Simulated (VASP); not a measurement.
Ge:

```
Ge
1.0
    -3.91918    3.91918    3.91918
     3.91918   -3.91918    3.91918
     3.91918    3.91918   -3.91918
Ge
6
Direct
  0.62500 0.25000 0.87500
  0.87500 0.62500 0.25000
  0.75000 0.62500 0.87500
  0.25000 0.87500 0.62500
  0.87500 0.75000 0.62500
  0.62500 0.87500 0.75000
```

| Property | Result |
| --- | --- |
| Program | VASP 6.6.1 |
| Task | relaxation of cell and atoms |
| Functional | PBE |
| Potentials or basis | VASP PAW PBE potentials, release 64 (Ge_d) |
| Cutoff | 600 eV |
| k mesh | 4 × 4 × 4 |
| Occupations | gaussian, width 0.1 eV |
| Spin | no spin polarisation |

At the start: pressure 5.5 GPa; volume 40.13 Å³/atom.

Where does the relaxation end?

Over 3 steps the energy falls by 107.6 meV/atom and the volume is 47.40 Å³/atom (+18.1 %); space group I4_132 (No. 214, to 0.05 Å).

Step by step:
| step | energy change (eV) | largest force (eV/Å) | pressure (GPa) | volume (Å³) |
| --- | --- | --- | --- | --- |
| 1 | 0.0000 | 0.0000 | 5.47 | 240.79 |
| 2 | -0.6347 | 0.0000 | -0.52 | 291.77 |
| 3 | -0.6453 | 0.0000 | 0.07 | 284.41 |

Final structure:
```xyz
6
Lattice="-4.1428 4.1428 4.1428 4.1428 -4.1428 4.1428 4.1428 4.1428 -4.1428" Properties=species:S:1:pos:R:3 pbc="T T T"
Ge    2.0714    5.1785    0.0000
Ge    0.0000    2.0714    5.1785
Ge    3.1071    4.1428    2.0714
Ge    5.1785    0.0000    2.0714
Ge    2.0714    3.1071    4.1428
Ge    4.1428    2.0714    3.1071
```

Caveat: the volume moved by over 15 % at a fixed basis, so the end points are rough.
